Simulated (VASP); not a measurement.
Mg: single point with PBE

Crystal: Mg.

```
CELL_PARAMETERS angstrom
3.50704 0.00000 0.00000
-1.75352 3.03718 0.00000
0.00000 0.00000 5.55924
ATOMIC_POSITIONS crystal
Mg 0.66667 0.33333 0.75000
Mg 0.33333 0.66667 0.25000
```

This cell differs from its parent crystal: Hg replaced by Mg, lengths x 1.041, strained.

```
Program             : VASP 6.6.1
Task                : single point
Functional          : PBE
Potentials or basis : VASP PAW PBE potentials, release 64 (Mg)
Cutoff              : 520 eV
k mesh              : 6 × 6 × 4
Occupations         : gaussian, width 0.1 eV
Spin                : no spin polarisation
```

| Quantity | Value |
| --- | --- |
| Pressure | -5.6 GPa |
| Band gap on the k mesh | zero (bands 2 and 3 overlap by 1.57 eV) |

Stress tensor (GPa, compression positive):
```
-5.54  0.00  0.00
 0.00 -5.54  0.00
 0.00  0.00 -5.63
```

Levels at points of the mesh, in eV from the Fermi level:
```
           k point  band 1  band 2  band 3  band 4  band 5  band 6  band 7
(0.00, 0.00, 0.00)   -5.85   -1.12   -1.00    8.97    8.97    9.37    9.37
(0.50, 0.00, 0.00)   -1.95   -1.72    2.41    2.84    3.01    3.12    5.56
(0.00, 0.00, 0.50)   -4.64   -4.64    4.69    4.69    9.99    9.99    9.99
(0.50, 0.00, 0.50)   -0.82   -0.82   -0.47   -0.47    6.63    6.63    7.24
```

It took 4.7 s on 1 thread of Intel(R) Xeon(R) 6975P-C (Granite Rapids) (shared host), peak memory 0.17 GiB.

Caveat: the cell differs from its parent crystal (Hg replaced by Mg, lengths x 1.041, strained); the cell stands under tension.
